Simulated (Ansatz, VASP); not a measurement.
## AlN in VASP and in Ansatz

INCAR

```
SYSTEM = AlN
PREC = Accurate ; ENCUT = 520
EDIFF = 1E-6 ; ISMEAR = 0
SIGMA = 0.05 ; LREAL = .FALSE.
LASPH = .TRUE. ; NELM = 80
ALGO = Normal ; ISIF = 2
LWAVE = .FALSE. ; LCHARG = .FALSE.
GGA = PE ; NBANDS = 11
```

KPOINTS

```
regular mesh
0
G
  10 10 10
  0 0 0
```

File POSCAR:

```
AlN
1.0
    0.0000000000      2.1839935596      2.1839935596
    2.1839935596      0.0000000000      2.1839935596
    2.1839935596      2.1839935596      0.0000000000
Al N
1 1
Direct
   -0.0133705599     -0.0133705599      0.0133705599
    0.7757555705      0.7757555705      0.7242444295
```

Input for Ansatz:

```yaml
crystal:
  lattice:
    - [0.0, 2.1839935596, 2.1839935596]
    - [2.1839935596, 0.0, 2.1839935596]
    - [2.1839935596, 2.1839935596, 0.0]
  atoms:
    - { symbol: Al, position: [-0.0133705599, -0.0133705599, 0.0133705599] }
    - { symbol: "N", position: [0.7757555705, 0.7757555705, 0.7242444295] }
basis:
  ecutwfc: 420
kpoints:
  mp_grid: { grid: [10, 10, 10] }
hamiltonian:
  xc: pbe
scf:
  occupations: { method: gaussian, width: 0.05 }
output:
  forces: true
  stress: true
  eigenvalues: true
```

Change from the starting cell: mode 4 (656.9 1/cm) frozen in, largest displacement +0.113 Å.

Alike in both runs: task single point; functional PBE; k mesh 10 × 10 × 10; occupations gaussian, width 0.05 eV; no spin polarisation.

```csv
,VASP,Ansatz
version,VASP 6.6.1,Ansatz 0.2.0
potentials or method,"VASP PAW PBE potentials, release 64 (Al, N), cutoff 520 eV","scalar-relativistic, plane waves, PAW"
valence electrons in the cell,8,8
```

Ansatz gave:

- gap on the k mesh at the Fermi level (eV): 2.89
- least direct gap on the mesh (eV): 3.71
- pressure (GPa): 8.4
- traceless stress, the component that is largest in VASP (GPa): 12.65
- rms of the force components (eV/Å): 1.402

**Question.** What did VASP give for the same quantities?

**Answer.** gap on the k mesh at the Fermi level (eV): 2.88; least direct gap on the mesh (eV): 3.72; pressure (GPa): 8.2; traceless stress, the component that is largest in VASP (GPa): 12.73; rms of the force components (eV/Å): 1.407.

Atom by atom the forces differ by 0.005 eV/Å (rms over components).
